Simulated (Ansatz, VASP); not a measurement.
**WSe2: VASP beside Ansatz**

```
W Se
1.0
     3.22980    0.00000    0.00000
    -1.61490    3.08106    0.00000
     0.00000    0.00000    6.51523
W Se
1 2
Direct
  0.00000 0.00000 0.00000
  0.33333 0.66667 0.24055
  0.33333 0.66667 0.75945
```

Change from the starting cell: strain +e along x and -e along y -0.0500, strain +e along z and -e/2 along x and y -0.0700.

Alike in both runs: task single point; functional PBE; dispersion D3(BJ); k mesh 9 × 9 × 4; occupations gaussian, width 0.05 eV; no spin polarisation.

```csv
,VASP,Ansatz
version,VASP 6.6.1,Ansatz 0.2.0
potentials or method,"VASP PAW PBE potentials, release 64 (W_sv, Se), cutoff 520 eV","scalar-relativistic, plane waves, PAW"
valence electrons in the cell,26,46
```

|  | VASP | Ansatz | Ansatz less VASP |
| --- | --- | --- | --- |
| gap on the k mesh at the Fermi level (eV) | 0.32 | 0.33 | +0.011 |
| least direct gap on the mesh (eV) | 1.08 | 1.09 | +0.004 |
| pressure (GPa) | 3.8 | 3.5 | -0.35 |
| traceless stress, the component that is largest in VASP (GPa) | -11.64 | -11.60 | +0.045 |
| rms of the force components (eV/Å) | 0.711 | 0.686 | -0.0249 |

Atom by atom the forces differ by 0.026 eV/Å (rms over components). VASP's potentials hold 26 valence electrons a cell and Ansatz's 46, so a difference there can come from the potentials and not from the codes.

Neither program's run includes spin-orbit coupling.
